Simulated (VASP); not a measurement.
# Bi2Te3 (R-3m) in VASP: notebook, part 3 of 3

VASP 6.6.1. Earlier steps stand in the parts before.

## (5) Single point, PBE+D4

This run uses another cell than the first one, of 34.55 Å³/atom.

Input file INCAR:

```
PREC = Accurate
ENCUT = 520
EDIFF = 1E-7
ISMEAR = -1
SIGMA = 0.05
LREAL = F
LASPH = T
NELM = 100
ALGO = Normal
ISIF = 2
LWAVE = F
LCHARG = F
GGA = PE
IVDW = 13
NBANDS = 32
```

Input file KPOINTS:

```
Automatic mesh
0
Gamma
  7 7 7
```

Input file POSCAR:

```
Bi2Te3
1.0
    2.2075236021      1.2745143459     10.2329909245
   -2.2075236021      1.2745143459     10.2329909245
    0.0000000000     -2.5490286918     10.2329909245
Bi Te
2 3
Direct
    0.6000000000      0.6000000000      0.6000000000
    0.4000000000      0.4000000000      0.4000000000
    0.7905000000      0.7905000000      0.7905000000
    0.2095000000      0.2095000000      0.2095000000
    0.0000000000      0.0000000000      0.0000000000
```

Potentials or basis: VASP PAW PBE potentials, release 64 (Bi_d, Te).

Command:

```bash
$ cat potpaw_PBE.64/Bi_d/POTCAR potpaw_PBE.64/Te/POTCAR > POTCAR
$ mpirun -np 1 vasp_std > vasp.out
```

OUTCAR:

```text
PREC = Accurate
   ENCUT = 520
   EDIFF = 1E-7
   ISMEAR = -1
   LREAL = F
   LASPH = T
   NELM = 100
   ISIF = 2
   GGA = PE
   IVDW = 13

 ion  position               nearest neighbor table
   1  0.600  0.600  0.600-   4 3.09   4 3.09   4 3.09   5 3.27   5 3.27   5 3.27
   2  0.400  0.400  0.400-   3 3.09   3 3.09   3 3.09   5 3.27   5 3.27   5 3.27
   3  0.791  0.791  0.791-   2 3.09   2 3.09   2 3.09   4 3.66   4 3.66   4 3.66
   4  0.209  0.209  0.209-   1 3.09   1 3.09   1 3.09   3 3.66   3 3.66   3 3.66
   5  0.000  0.000  0.000-   1 3.27   2 3.27   1 3.27   1 3.27   2 3.27   2 3.27

  LATTYP: Found a trigonal (rhomboedric) cell.
 ALAT       =    10.5456934591
 COS(alpha) =     0.9123624111

  Lattice vectors:

 A1 = (   2.2075236021,   1.2745143459,  10.2329909245)
 A2 = (  -2.2075236021,   1.2745143459,  10.2329909245)
 A3 = (   0.0000000000,  -2.5490286918,  10.2329909245)

Analysis of symmetry for initial positions (statically):
=====================================================================
 Subroutine PRICEL returns:
 Original cell was already a primitive cell.

[... 177 lines left out ...]
 cond. band min:       6.2500074577   @ k =   0.0000   0.0000   0.0000
 fundamental gap:      0.2913471811
 Fermi energy:         6.1071600715

 k-point     1 :       0.0000    0.0000    0.0000
  band No.  band energies     occupation
      1     -17.2235      2.00000
      2     -17.2235      2.00000
      3     -17.2222      2.00000
      4     -17.2222      2.00000
      5     -17.2169      2.00000
      6     -17.2157      2.00000
[... 829 lines left out ...]
     31      10.4545      0.00000
     32      10.4973      0.00000

 [... further k-points ...]

------------------------ aborting loop because EDIFF is reached ----------------------------------------

  DFT-D4 for vdW energy calculation

  Edisp (eV):   -2.41019

  FORCE on cell =-STRESS in cart. coord.  units (eV):
  Direction    XX          YY          ZZ          XY          YZ          ZX
  --------------------------------------------------------------------------------------
  -------------------------------------------------------------------------------------
  Total      -1.34677    -1.34677    -1.63205     0.00000     0.00000     0.00000
  in kB     -12.49109   -12.49109   -15.13702     0.00000     0.00000     0.00000
  external pressure =      -13.37 kB  Pullay stress =        0.00 kB

 VOLUME and BASIS-vectors are now :
 -----------------------------------------------------------------------------
  energy-cutoff  :      520.00
  volume of cell :      172.74
      direct lattice vectors                 reciprocal lattice vectors
     2.207523602  1.274514346 10.232990924     0.226498145  0.130768765  0.032574380
    -2.207523602  1.274514346 10.232990924    -0.226498145  0.130768765  0.032574380
     0.000000000 -2.549028692 10.232990924     0.000000000 -0.261537529  0.032574380

 POSITION                                       TOTAL-FORCE (eV/Angst)
 -----------------------------------------------------------------------------------
      0.00000      0.00000     18.41938         0.000000     -0.000000     -0.070584
      0.00000      0.00000     12.27959         0.000000      0.000000      0.070584
      0.00000      0.00000     24.26754         0.000000     -0.000000     -0.156098
      0.00000      0.00000      6.43143         0.000000      0.000000      0.156098
      0.00000      0.00000      0.00000         0.000000      0.000000     -0.000000
 -----------------------------------------------------------------------------------
    total drift:                               -0.000000     -0.000000     -0.000000

  FREE ENERGIE OF THE ION-ELECTRON SYSTEM (eV)
  ---------------------------------------------------
  free  energy   TOTEN  =       -20.7751552635 eV

  energy  without entropy=      -20.7749882105  energy(sigma->0) =      -20.77507174
```

Run time: 35 min. Hardware: 1 thread of Intel Xeon 8259CL, shared host; peak memory 1 GiB.

Results:

| Item | Value |
| --- | --- |
| Free energy | -20.7752 eV |
| Pressure | -1.3 GPa |
| Largest force | 0.156 eV/Å |
| Band gap on the k mesh | 0.29 eV |
| Dispersion energy per atom | -0.482 eV |

Forces on the atoms (eV/Å):
```
Bi   0.000  0.000 -0.071
Bi   0.000  0.000  0.071
Te   0.000  0.000 -0.156
Te   0.000  0.000  0.156
Te   0.000  0.000  0.000
```

Levels at points of the mesh, in eV from the valence-band top:
```tsv
k point	band 20	band 21	band 22	band 23	band 24	band 25	band 26	band 27	band 28	band 29
(0.00, 0.00, 0.00)	-1.65	-1.65	-0.82	-0.82	0.00	0.29	0.68	0.68	1.97	2.09
```

Caveat: spin-orbit coupling is left out, which moves the levels of the heavy elements; an odd mesh through Γ misses points on the zone boundary, where band edges can lie.

## (6) Single point, revPBE+D3(BJ)

This run uses another cell than the first one, of 34.55 Å³/atom.

Input file INCAR:

```
SYSTEM = Bi2Te3
  PREC = Accurate
  ENCUT = 520
  EDIFF = 1E-6
  ISMEAR = -1
  SIGMA = 0.05
  LREAL = .False.
  LASPH = .True.
  NELM = 60
  ALGO = Normal
  ISIF = 2
  LWAVE = .False.
  LCHARG = .True.
  GGA = RE
  IVDW = 12
  LELF = .True.
  LVHAR = .True.
  NBANDS = 32
```

Input file KPOINTS:

```
regular mesh
0
Gamma
  7 7 7
  0 0 0
```

POSCAR is that of step 5.

Potentials or basis: VASP PAW PBE potentials, release 64 (Bi_d, Te).

Command:

```bash
$ cat potpaw_PBE.64/Bi_d/POTCAR potpaw_PBE.64/Te/POTCAR > POTCAR
$ mpirun -np 1 vasp_std > vasp.out
```

Wall time 35 min (1 thread of Intel Xeon 8259CL, shared host); peak memory 0.98 GiB.

Results (log left out):

- Free energy: -20.8876 eV
- Pressure: -2.2 GPa
- Largest force: 0.152 eV/Å
- Band gap on the k mesh: 0.33 eV
- Dispersion energy per atom: -0.820 eV

Forces on the atoms (eV/Å):
```
Bi   0.000  0.000 -0.066
Bi   0.000  0.000  0.066
Te   0.000  0.000 -0.152
Te   0.000  0.000  0.152
Te   0.000  0.000  0.000
```

Stress tensor (GPa, compression positive):
```
-2.10  0.00  0.00
 0.00 -2.10  0.00
 0.00  0.00 -2.35
```

Levels at points of the mesh, in eV from the valence-band top:
```tsv
k point	band 22	band 23	band 24	band 25	band 26	band 27
(0.00, 0.00, 0.00)	-0.84	-0.84	0.00	0.33	0.69	0.69
```

Caveat: the PAW data sets were made with another functional, which shifts forces and pressure a little; spin-orbit coupling is left out, which moves the levels of the heavy elements; an odd mesh through Γ misses points on the zone boundary, where band edges can lie.

## (7) Overview

| task | level | potentials or basis | cell | cutoff (eV) | gap on the mesh (eV) | pressure (GPa) | largest force (eV/Å) |
| --- | --- | --- | --- | --- | --- | --- | --- |
| relaxation of cell and atoms | PBE | VASP PAW PBE potentials, release 64 (Bi_d, Te) | relaxed to 2 GPa from a = 10.476 Å, angles 24.2°, 5 atoms | 600 | 0.26 | 2.0 | 0.01 |
| single point | LDA | VASP PAW LDA potentials, release 64 (Bi_d, Te) | a = 10.476 Å, angles 24.2°, 5 atoms | 520 | 0.20 | -1.7 | 0.15 |
| single point | PBEsol | VASP PAW PBE potentials, release 64 (Bi_d, Te) | a = 10.476 Å, angles 24.2°, 5 atoms | 520 | 0.23 | -0.6 | 0.10 |
| single point | PBE+D4 | VASP PAW PBE potentials, release 64 (Bi_d, Te) | a = 10.546 Å, angles 24.2°, 5 atoms | 520 | 0.29 | -1.3 | 0.16 |
| single point | revPBE+D3(BJ) | VASP PAW PBE potentials, release 64 (Bi_d, Te) | a = 10.546 Å, angles 24.2°, 5 atoms | 520 | 0.33 | -2.2 | 0.15 |

Alike in all rows: no spin polarisation; k mesh 7 × 7 × 7; smearing fermi-dirac 0.05 eV.

Caveats: spin-orbit coupling is left out, which moves the levels of the heavy elements; an odd mesh through Γ misses points on the zone boundary, where band edges can lie; the PAW data sets were made with another functional, which shifts forces and pressure a little (at least some runs); the cell is relaxed towards a set pressure, so the run minimises the enthalpy, not the energy (at least some runs).

Total energies depend on the potentials used, so only differences within one code and one set of settings carry meaning.

## (8) Comparison with measurements

Step 4. A measured gap of Bi2Te3 is 0.17 eV (quoted in “Vacancy and Antisite-Induced Ferromagnetism in Liquid-Phase Exfoliated Bi2Te3”, 2024, arxiv:2412.10539); the calculated 0.23 eV misses it by +0.06 eV. Spin-orbit coupling on Bi, Te is left out. The value is that of PBEsol on a finite k mesh, which can miss the band edges, without temperature or zero-point motion.
